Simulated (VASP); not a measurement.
Input of a VASP 6.6.1 run:

The input INCAR:

```
PREC     = Accurate       # precision mode
ENCUT    = 520            # plane-wave cutoff, eV
EDIFF    = 1E-6           # SCF threshold, eV
ISMEAR   = -1             # smearing method
SIGMA    = 0.02           # smearing width, eV
LREAL    = F              # projectors in reciprocal space
LASPH    = T              # aspherical terms in the spheres
NELM     = 60             # most SCF steps
ALGO     = Normal         # electronic algorithm
ISIF     = 2              # what is computed and relaxed
LWAVE    = F              # write WAVECAR
LCHARG   = F              # write CHGCAR
GGA      = PS             # functional
NBANDS   = 16             # bands
```

File KPOINTS:

```
regular mesh
0
Gamma
  13 13 13
```

Contents of POSCAR:

```
GaN
1.0
    0.0000000000      1.9925000000      1.9327250000
    1.9925000000      0.0000000000      1.9327250000
    1.9925000000      1.9925000000      0.0000000000
Ga N
1 1
Direct
    0.5000000000      0.5000000000      0.5000000000
    0.0000000000      0.0000000000      0.0000000000
```

Potentials or basis: VASP PAW PBE potentials, release 64 (Ga_d, N).

Launch:

```bash
$ cat potpaw_PBE.64/Ga_d/POTCAR potpaw_PBE.64/N/POTCAR > POTCAR
$ mpirun -np 1 vasp_std > vasp.out
```

(1) Predict the band gap on the k mesh.

(2) What does it give for the pressure?

Answers

(1) 1.75 eV, indirect (least direct gap 5.54 eV).

(2) 75.4 GPa.

Caveat: the cell differs from its parent crystal (zz strain of -3 %); the PAW data sets were made with another functional, which shifts forces and pressure a little.
